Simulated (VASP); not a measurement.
Write the native input for VASP 6.6.1 that does the following.

| Property | Result |
| --- | --- |
| Task | single point |
| Functional | PBE |
| Dispersion | D3(BJ) |
| Potentials or basis | VASP PAW PBE potentials, release 64 (Cu) |
| Cutoff | 520 eV |
| k mesh | 2 × 2 × 1 |
| Occupations | fermi-dirac, width 0.1 eV |
| Spin | no spin polarisation |
| Dipole correction | no |
| Further INCAR settings | ALGO = Normal; EDIFF = 1e-07; NBANDS = 78 |

The structure of Cu lies in POSCAR:

```
Cu
1.0
    5.1053110000      0.0000000000      0.0000000000
    2.5526550000      4.4213290000      0.0000000000
    0.0000000000      0.0000000000     17.1684690000
Cu
12
Direct
    0.1666599093      0.1666693431      0.0582463119
    0.6666686257      0.1666693431      0.0582463119
    0.1666700955      0.6666773723      0.0582463119
    0.6666592245      0.6666773723      0.0582463119
   -0.1319998362      0.3219393988      0.1896616408
    0.3637216518      0.2990955887      0.1722401689
   -0.1005707661      0.8671148426      0.1891781964
    0.3542247941      0.7939467974      0.2020622806
    0.0884921926     -0.0057901142      0.3248396814
    0.5618476134      0.0412093287      0.3101441369
    0.0077084156      0.4786569830      0.2994617633
    0.5099563032      0.5494727943      0.3392148712
```

These files were run (other wordings do the same):

INCAR

```
SYSTEM = Cu
ALGO     = Normal         ! electronic algorithm
EDIFF    = 1E-7           ! SCF threshold, eV
ENCUT    = 520            ! plane-wave cutoff, eV
GGA      = PE             ! functional
ISIF     = 2              ! what is computed and relaxed
ISMEAR   = -1             ! smearing method
IVDW     = 12             ! dispersion correction
LASPH    = .TRUE.         ! aspherical terms in the spheres
LCHARG   = .FALSE.        ! write CHGCAR
LREAL    = .FALSE.        ! projectors in reciprocal space
LWAVE    = .FALSE.        ! write WAVECAR
NBANDS   = 78             ! bands
NELM     = 100            ! most SCF steps
PREC     = Accurate       ! precision mode
SIGMA    = 0.1            ! smearing width, eV
```

KPOINTS

```
k-points
0
G
  2 2 1
  0 0 0
```

Potentials or basis: VASP PAW PBE potentials, release 64 (Cu).

The run is started by

```sh
$ cat potpaw_PBE.64/Cu/POTCAR > POTCAR
$ mpirun -np 1 vasp_std > vasp.out
```

It gave:

```
Largest force              : 2.877 eV/Å
Band gap on the k mesh     : zero (band 66 reaches -0.03 eV, above the bottom of band 67 at -0.36 eV)
Dispersion energy per atom : -0.369 eV
```

Caveat: the k points lie up to 0.71 Å⁻¹ apart.

Wall time 3.7 min on 1 thread of Intel(R) Xeon(R) Platinum 8488C (Sapphire Rapids), with other jobs on the host, peak memory 0.49 GiB.
